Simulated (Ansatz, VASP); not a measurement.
**One calculation of InPd, two programs**

```
CELL_PARAMETERS angstrom
3.27188 0.00000 0.00000
0.00000 3.27188 0.00000
0.00000 0.00000 3.27188
ATOMIC_POSITIONS crystal
In 0.01910 0.00000 0.00000
Pd 0.50000 0.50000 0.50000
```

Change from the starting cell: all In atoms moved +0.062 Å, as atom 1 along Cartesian [1 0 0].

Alike in both runs: task single point; functional PBE; k mesh 14 × 14 × 14; occupations gaussian, width 0.15 eV; no spin polarisation.

|  | VASP | Ansatz |
| --- | --- | --- |
| version | VASP 6.6.1 | Ansatz 0.2.0 |
| potentials or method | VASP PAW PBE potentials, release 64 (In_d, Pd), cutoff 520 eV | scalar-relativistic, plane waves, PAW |
| valence electrons in the cell | 23 | 31 |

VASP gave:

| Item | Value |
| --- | --- |
| gap on the k mesh at the Fermi level (eV) | none |
| pressure (GPa) | 3.9 |
| traceless stress, the component that is largest in VASP (GPa) | -0.11 |
| rms of the force components (eV/Å) | 0.153 |

Question: Which values does Ansatz return?

Answer: gap on the k mesh at the Fermi level (eV): none; pressure (GPa): 3.9; traceless stress, the component that is largest in VASP (GPa): -0.11; rms of the force components (eV/Å): 0.151.

Atom by atom the forces differ by 0.003 eV/Å (rms over components). A gap of «none» marks a metal or a gap that the smearing closes. With one functional, cell and mesh, what is left measures potentials, basis and numerics. VASP's potentials hold 23 valence electrons a cell and Ansatz's 31, so a difference there can come from the potentials and not from the codes.
